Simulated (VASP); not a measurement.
# RbBr in VASP: notebook, part 2 of 2

VASP 6.6.1. The steps go on from the part before.

## 5. Single point, PBE

File INCAR:

```
PREC = Accurate
ENCUT = 520
EDIFF = 1E-7
ISMEAR = -1
SIGMA = 0.02
LREAL = False
LASPH = True
NELM = 80
ALGO = Normal
ISIF = 2
LWAVE = False
LCHARG = False
GGA = PE
NBANDS = 15
```

File KPOINTS:

```
regular mesh
0
Gamma
  6 6 6
```

File POSCAR:

```
RbBr
1.0
    0.0000000000      3.4608320474      3.4608320474
    3.4608320474      0.0000000000      3.4608320474
    3.4608320474      3.4608320474      0.0000000000
Rb Br
1 1
Direct
    0.0000000000      0.0000000000      0.0000000000
    0.5000000000      0.5000000000      0.5000000000
```

Potentials or basis: VASP PAW PBE potentials, release 64 (Rb_sv, Br).

Run with:

```bash
> cat potpaw_PBE.64/Rb_sv/POTCAR potpaw_PBE.64/Br/POTCAR > POTCAR
> mpirun -np 1 vasp_std > vasp.out
```

OUTCAR:

```text
PREC = Accurate
   ENCUT = 520
   EDIFF = 1E-7
   ISMEAR = -1
   LREAL = False
   LASPH = True
   NELM = 80
   ISIF = 2
   GGA = PE

 ion  position               nearest neighbor table
   1  0.000  0.000  0.000-   2 3.46   2 3.46   2 3.46   2 3.46   2 3.46   2 3.46
   2  0.500  0.500  0.500-   1 3.46   1 3.46   1 3.46   1 3.46   1 3.46   1 3.46

  LATTYP: Found a face centered cubic cell.
 ALAT       =     6.9216640948

  Lattice vectors:

 A1 = (   0.0000000000,   3.4608320474,   3.4608320474)
 A2 = (   3.4608320474,   0.0000000000,   3.4608320474)
 A3 = (   3.4608320474,   3.4608320474,   0.0000000000)

Analysis of symmetry for initial positions (statically):
=====================================================================
 Subroutine PRICEL returns:
 Original cell was already a primitive cell.

 Routine SETGRP: Setting up the symmetry group for a
 face centered cubic supercell.

 Subroutine GETGRP returns: Found 48 space group operations
 (whereof 48 operations were pure point group operations)
 out of a pool of 48 trial point group operations.

The static configuration has the point symmetry O_h .

Analysis of symmetry for dynamics (positions and initial velocities):
=====================================================================
 Subroutine PRICEL returns:
 Original cell was already a primitive cell.

 Routine SETGRP: Setting up the symmetry group for a
 face centered cubic supercell.

 Subroutine GETGRP returns: Found 48 space group operations
 (whereof 48 operations were pure point group operations)
 out of a pool of 48 trial point group operations.

The dynamic configuration has the point symmetry O_h .

 Subroutine INISYM returns: Found 48 space group operations
 (whereof 48 operations are pure point group operations),
 and found     1 'primitive' translations

----------------------------------------------------------------------------------------

                                     Primitive cell

  volume of cell :      82.9033

  direct lattice vectors                    reciprocal lattice vectors
     0.000000000  3.460832047  3.460832047    -0.144473928  0.144473928  0.144473928
     3.460832047  0.000000000  3.460832047     0.144473928 -0.144473928  0.144473928
     3.460832047  3.460832047  0.000000000     0.144473928  0.144473928 -0.144473928

  length of vectors
     4.894355619  4.894355619  4.894355619     0.250236184  0.250236184  0.250236184

  position of ions in fractional coordinates (direct lattice)
     0.000000000  0.000000000  0.000000000
     0.500000000  0.500000000  0.500000000

  ion indices of the primitive-cell ions
   primitive index   ion index
                 1           1
                 2           2

----------------------------------------------------------------------------------------

 KPOINTS: regular mesh

Automatic generation of k-mesh.
 Grid dimensions read from file:
 generate k-points for:    6    6    6

 Generating k-lattice:

  Cartesian coordinates                     Fractional coordinates (reciprocal lattice)
    -0.024078988  0.024078988  0.024078988     0.166666667  0.000000000  0.000000000
     0.024078988 -0.024078988  0.024078988     0.000000000  0.166666667  0.000000000
     0.024078988  0.024078988 -0.024078988     0.000000000  0.000000000  0.166666667

  Length of vectors
     0.041706031  0.041706031  0.041706031

  Shift w.r.t. Gamma in fractional coordinates (k-lattice)
     0.000000000  0.000000000  0.000000000

 Subroutine IBZKPT returns following result:
 ===========================================

 Found     16 irreducible k-points:

 Following reciprocal coordinates:
            Coordinates               Weight
  0.000000  0.000000  0.000000      1.000000
  0.166667  0.000000  0.000000      8.000000
  0.333333  0.000000  0.000000      8.000000
  0.500000  0.000000  0.000000      4.000000
  0.166667  0.166667  0.000000      6.000000
  0.333333  0.166667  0.000000     24.000000
[... 8 lines left out ...]
 -0.333333  0.333333  0.166667     24.000000
 -0.333333  0.500000  0.166667     12.000000
   k-points           NKPTS =     16   k-points in BZ     NKDIM =     16   number of bands    NBANDS=     15
   number of dos      NEDOS =    301   number of ions     NIONS =      2
   total plane-waves  NPLWV =  46656
   dimension x,y,z NGX =    36 NGY =   36 NGZ =   36
   dimension x,y,z NGXF=    72 NGYF=   72 NGZF=   72
   ions per type =               1   1
   NGX,Y,Z   is equivalent  to a cutoff of  12.23, 12.23, 12.23 a.u.
   NGXF,Y,Z  is equivalent  to a cutoff of  24.46, 24.46, 24.46 a.u.
 SYSTEM =  unknown system
   PREC   = accura    normal or accurate (medium, high low for compatibility)
   ISTART =      0    job   : 0-new  1-cont  2-samecut
   ICHARG =      2    charge: 1-file 2-atom 10-const
   ISPIN  =      1    spin polarized calculation?
   LNONCOLLINEAR =      F non collinear calculations
   LSORBIT =      F    spin-orbit coupling
   LASPH  =      T    aspherical Exc in radial PAW
   ENCUT  =  520.0 eV  38.22 Ry    6.18 a.u.   9.10  9.10  9.10*2*pi/ulx,y,z
   NELM   =     80;   NELMIN=  2; NELMDL= -5     # of ELM steps
   EDIFF  = 0.1E-06   stopping-criterion for ELM
   LREAL  =      F    real-space projection
   EDIFFG = 0.1E-05   stopping-criterion for IOM
   NSW    =      0    number of steps for IOM
   IBRION =     -1    ionic relax: 0-MD 1-quasi-New 2-CG
   NFREE  =      0    steps in history (QN), initial steepest desc. (CG)
   ISIF   =      2    stress and relaxation
   ISYM   =      2    0-nonsym 1-usesym 2-fastsym
   POTIM  = 0.5000    time-step for ionic-motion
   TEBEG  =    0.0;   TEEND  =   0.0 temperature during run
   PSTRESS=    0.0 pullay stress
   NELECT =      16.0000    total number of electrons
   NUPDOWN=      -1.0000    fix difference up-down
   EMIN   =  10.00;   EMAX   =-10.00  energy-range for DOS
   EFERMI =   0.00;   METHOD = LEGACY
   ISMEAR =    -1;   SIGMA  =   0.02  broadening in eV -4-tet -1-fermi 0-gaus
   EFERMI_NEDOS =   21; number of points for ismear=-14 and -15
   IALGO  =     38    algorithm
   IMIX   =      4    mixing-type and parameters
     AMIX     =   0.40;   BMIX     =  1.00
     AMIX_MAG =   1.60;   BMIX_MAG =  1.00
  volume/ion in A,a.u.               =      41.45       279.73
  Fermi-wavevector in a.u.,A,eV,Ry     =   0.946072  1.787817 12.177931  0.895053
  Thomas-Fermi vector in A             =   2.074035
   LORBIT       =      0    0 simple, 1 ext, 2 COOP (PROOUT), +10 PAW based schemes
   GGA     = PE    functional components
   LHFCALC =     F    Hartree Fock is set to
   AEXX    =    0.0000 exact exchange contribution
   IVDW    =     0    specifies the selected vdW correction
   LEPSILON=     F    determine dielectric tensor
   LRPA    =     F    only Hartree local field effects (RPA)
 non-spin polarized calculation
  energy-cutoff  :      520.00
  volume of cell :       82.90
 maximum number of plane-waves:      2252
   NGX = 19   NGY = 19   NGZ = 19

 number of electron      15.9999997 magnetization

 Free energy of the ion-electron system (eV)
  ---------------------------------------------------
  ext. energy  EPLUGINS =         0.00000000
  ---------------------------------------------------
  free energy    TOTEN  =        -6.10929051 eV

  energy without entropy =       -6.10929051  energy(sigma->0) =       -6.10929051

 E-fermi :  -1.4429     XC(G=0):  -7.1176

 val. band max:       -1.8616577157   @ k =   0.0000   0.0000   0.0000
 cond. band min:       2.4271322242   @ k =   0.0000   0.0000   0.0000
 fundamental gap:      4.2887899398
 Fermi energy:        -1.4428836391

 k-point     1 :       0.0000    0.0000    0.0000
  band No.  band energies     occupation
      1     -26.3382      2.00000
      2     -14.0140      2.00000
      3     -10.4126      2.00000
      4     -10.4126      2.00000
      5     -10.4126      2.00000
      6      -1.8617      2.00000
      7      -1.8617      2.00000
      8      -1.8617      2.00000
      9       2.4271      0.00000
     10       5.4087      0.00000
     11       5.4087      0.00000
     12       5.4087      0.00000
     13       6.2766      0.00000
     14       6.2766      0.00000
[... 257 lines left out ...]
      2     -13.9825      2.00000
      3     -10.5500      2.00000
      4     -10.5011      2.00000
      5     -10.4173      2.00000
      6      -2.2710      2.00000
      7      -2.2523      2.00000
      8      -2.1198      2.00000
      9       4.4496      0.00000
     10       5.8804      0.00000
     11       6.0518      0.00000
     12       6.9631      0.00000
     13       8.0266      0.00000
     14       8.8830      0.00000
     15       9.3262      0.00000

------------------------ aborting loop because EDIFF is reached ----------------------------------------

  FORCE on cell =-STRESS in cart. coord.  units (eV):
  Direction    XX          YY          ZZ          XY          YZ          ZX
  --------------------------------------------------------------------------------------
  -------------------------------------------------------------------------------------
  Total        0.2946986      0.2946986      0.2946986      0.0000000      0.0000000      0.0000000
  in kB        5.6953072      5.6953072      5.6953072      0.0000000      0.0000000      0.0000000
  external PRESSURE =       5.6953072 kB  Pullay stress =       0.0000000 kB

 VOLUME and BASIS-vectors are now :
 -----------------------------------------------------------------------------
  energy-cutoff  :      520.00
  volume of cell :       82.90
      direct lattice vectors                 reciprocal lattice vectors
     0.000000000  3.460832047  3.460832047    -0.144473928  0.144473928  0.144473928
     3.460832047  0.000000000  3.460832047     0.144473928 -0.144473928  0.144473928
     3.460832047  3.460832047  0.000000000     0.144473928  0.144473928 -0.144473928

 POSITION                                       TOTAL-FORCE (eV/Angst)
 -----------------------------------------------------------------------------------
      0.00000      0.00000      0.00000         0.000000      0.000000      0.000000
      3.46083      3.46083      3.46083        -0.000000     -0.000000     -0.000000
 -----------------------------------------------------------------------------------
    total drift:                                0.000000      0.000000      0.000000

  FREE ENERGIE OF THE ION-ELECTRON SYSTEM (eV)
  ---------------------------------------------------
  free  energy   TOTEN  =        -6.1092905143 eV

  energy  without entropy=       -6.1092905143  energy(sigma->0) =       -6.10929051
```

OSZICAR:

```text
N       E                     dE             d eps       ncg     rms          rms(c)
DAV:   1     0.826767790797E+02    0.82677E+02   -0.65962E+03   480   0.902E+02
DAV:   2    -0.365233312363E+00   -0.83042E+02   -0.76540E+02   645   0.164E+02
DAV:   3    -0.614738631546E+01   -0.57822E+01   -0.57558E+01   641   0.447E+01
DAV:   4    -0.633404914377E+01   -0.18666E+00   -0.18664E+00   683   0.697E+00
DAV:   5    -0.633538449162E+01   -0.13353E-02   -0.13353E-02   663   0.592E-01    0.277E+00
DAV:   6    -0.611377449621E+01    0.22161E+00   -0.27102E-01   564   0.235E+00    0.182E+00
DAV:   7    -0.609623170417E+01    0.17543E-01   -0.12579E-01   627   0.171E+00    0.933E-01
DAV:   8    -0.610839875237E+01   -0.12167E-01   -0.15132E-02   510   0.700E-01    0.107E-01
DAV:   9    -0.610884817023E+01   -0.44942E-03   -0.67111E-04   649   0.132E-01    0.695E-02
DAV:  10    -0.610928261080E+01   -0.43444E-03   -0.56053E-04   494   0.131E-01    0.273E-02
DAV:  11    -0.610928425785E+01   -0.16470E-05   -0.31897E-05   613   0.298E-02    0.967E-03
DAV:  12    -0.610929019674E+01   -0.59389E-05   -0.10257E-05   508   0.184E-02    0.124E-03
DAV:  13    -0.610929046222E+01   -0.26548E-06   -0.33474E-07   656   0.326E-03    0.264E-03
DAV:  14    -0.610929051433E+01   -0.52117E-07   -0.23232E-07   501   0.263E-03
   1 F= -.61092905E+01 E0= -.61092905E+01  d E =-.139479E-10
```

stdout:

```text
POSCAR found type information on POSCAR RbBr
 POSCAR found :  2 types and       2 ions
 scaLAPACK will be used
 LDA part: xc-table for (Slater+PW92), standard interpolation
 POSCAR, INCAR and KPOINTS ok, starting setup
 FFT: planning ... GRIDC
 FFT: planning ... GRID_SOFT
 FFT: planning ... GRID
 WAVECAR not read
 entering main loop
```

It took 18 s on 1 thread of Intel Xeon Platinum 8375C at 2.90GHz (Ice Lake), shared host; peak memory 0.21 GiB.

Results:

| Quantity | Value |
| --- | --- |
| Free energy | -6.1093 eV |
| Pressure | 0.6 GPa |
| Band gap on the k mesh | 4.29 eV, direct |

Levels at points of the mesh, in eV from the valence-band top:
| k point | band 5 | band 6 | band 7 | band 8 | band 9 | band 10 | band 11 | band 12 |
| --- | --- | --- | --- | --- | --- | --- | --- | --- |
| (0.00, 0.00, 0.00) | -8.55 | 0.00 | 0.00 | 0.00 | 4.29 | 7.27 | 7.27 | 7.27 |
| (0.50, 0.00, 0.00) | -8.51 | -0.94 | -0.33 | -0.33 | 6.74 | 7.61 | 9.40 | 9.40 |
| (0.50, 0.50, 0.00) | -8.61 | -0.47 | -0.16 | -0.16 | 5.64 | 7.02 | 9.05 | 9.15 |

A hybrid or GW would open this gap; PBE tends to underestimate it.

## 6. Single point, PBE (shear xy strain -4.0%)

File INCAR:

```
PREC     = Accurate       # precision mode
ENCUT    = 520            # plane-wave cutoff, eV
EDIFF    = 1E-7           # SCF threshold, eV
ISMEAR   = 0              # smearing method
SIGMA    = 0.01           # smearing width, eV
LREAL    = F              # projectors in reciprocal space
LASPH    = T              # aspherical terms in the spheres
NELM     = 80             # most SCF steps
ALGO     = Normal         # electronic algorithm
ISIF     = 2              # what is computed and relaxed
LWAVE    = F              # write WAVECAR
LCHARG   = F              # write CHGCAR
GGA      = PE             # functional
NBANDS   = 15             # bands
```

File KPOINTS:

```
regular mesh
0
Gamma
  4 4 4
```

File POSCAR:

```
RbBr
1.0
   -0.0688705577      3.4608320474      3.4608320474
    3.4608320474     -0.0688705577      3.4608320474
    3.3919614897      3.3919614897      0.0000000000
Rb Br
1 1
Direct
    0.0000000000      0.0000000000      0.0000000000
    0.5000000000      0.5000000000      0.5000000000
```

Potentials or basis: VASP PAW PBE potentials, release 64 (Rb_sv, Br).

Run with:

```bash
> cat potpaw_PBE.64/Rb_sv/POTCAR potpaw_PBE.64/Br/POTCAR > POTCAR
> mpirun -np 1 vasp_std > vasp.out
```

OUTCAR:

```text
PREC = Accurate
   ENCUT = 520
   EDIFF = 1E-7
   ISMEAR = 0
   LREAL = F
   LASPH = T
   NELM = 80
   ISIF = 2
   GGA = PE

 ion  position               nearest neighbor table
   1  0.000  0.000  0.000-   2 3.46   2 3.46   2 3.46   2 3.46   2 3.46   2 3.46
   2  0.500  0.500  0.500-   1 3.46   1 3.46   1 3.46   1 3.46   1 3.46   1 3.46

  LATTYP: Found a body centered orthorhombic cell.
 ALAT       =     4.7969579418
 B/A-ratio  =     1.0406081012
[... 505 lines left out ...]

------------------------ aborting loop because EDIFF is reached ----------------------------------------

  FORCE on cell =-STRESS in cart. coord.  units (eV):
  Direction    XX          YY          ZZ          XY          YZ          ZX
  --------------------------------------------------------------------------------------
  -------------------------------------------------------------------------------------
  Total        0.2945937      0.2945937      0.2912602      0.0809775      0.0000000     -0.0000000
  in kB        5.6955353      5.6955353      5.6310857      1.5655810      0.0000000     -0.0000000
  external PRESSURE =       5.6740521 kB  Pullay stress =       0.0000000 kB

 VOLUME and BASIS-vectors are now :
 -----------------------------------------------------------------------------
  energy-cutoff  :      520.00
  volume of cell :       82.87
      direct lattice vectors                 reciprocal lattice vectors
    -0.068870558  3.460832047  3.460832047    -0.141654994  0.141654994  0.144473928
     3.460832047 -0.068870558  3.460832047     0.141654994 -0.141654994  0.144473928
     3.391961490  3.391961490  0.000000000     0.147407334  0.147407334 -0.144473928

 POSITION                                       TOTAL-FORCE (eV/Angst)
 -----------------------------------------------------------------------------------
      0.00000      0.00000      0.00000        -0.000000     -0.000000     -0.000000
      3.39196      3.39196      3.46083         0.000000      0.000000      0.000000
 -----------------------------------------------------------------------------------
    total drift:                                0.000000      0.000000      0.000000

  FREE ENERGIE OF THE ION-ELECTRON SYSTEM (eV)
  ---------------------------------------------------
  free  energy   TOTEN  =        -6.1073676993 eV

  energy  without entropy=       -6.1073676993  energy(sigma->0) =       -6.10736770
```

stdout:

```text
POSCAR found type information on POSCAR RbBr
 POSCAR found :  2 types and       2 ions
 scaLAPACK will be used
 LDA part: xc-table for (Slater+PW92), standard interpolation
 POSCAR, INCAR and KPOINTS ok, starting setup
 FFT: planning ... GRIDC
 FFT: planning ... GRID_SOFT
 FFT: planning ... GRID
 WAVECAR not read
 entering main loop
```

Wall time 20 s (1 thread of Intel Xeon Platinum 8375C at 2.90GHz (Ice Lake), shared host); peak memory 0.21 GiB.

Results:

```yaml
Free_energy: -6.1074 eV
Pressure: 0.6 GPa
Band_gap_on_the_k_mesh: 4.25 eV, direct
```

Caveat: the cell differs from its parent crystal (shear xy strain -4.0%).

## 7. The runs side by side

| cell | k mesh | smearing | gap on the mesh (eV) | pressure (GPa) |
| --- | --- | --- | --- | --- |
| a = 4.894 Å, angles 60.0°, 2 atoms | 4 × 4 × 4 | gaussian 0.01 eV | 4.29 | 0.6 |
| a = 4.845, b = 4.894 Å, angles 59.7, 60.7, 59.7°, 2 atoms | 4 × 4 × 4 | gaussian 0.01 eV | 4.32 | 0.9 |
| a = 4.990, b = 4.990, c = 4.894 Å, angles 60.6, 60.6, 58.7°, 2 atoms | 4 × 4 × 4 | gaussian 0.01 eV | 4.18 | 0.1 |
| a = 4.894 Å, angles 60.0°, 2 atoms | 6 × 6 × 6 | fermi-dirac 0.02 eV | 4.29 | 0.6 |
| a = 4.895, b = 4.895, c = 4.797 Å, angles 60.7, 60.7, 61.3°, 2 atoms | 4 × 4 × 4 | gaussian 0.01 eV | 4.25 | 0.6 |

Alike in all rows: task single point; level PBE; potentials or basis VASP PAW PBE potentials, release 64 (Rb_sv, Br); no spin polarisation; cutoff (eV) 520.

Total energies depend on the potentials used, so only differences within one code and one set of settings carry meaning.
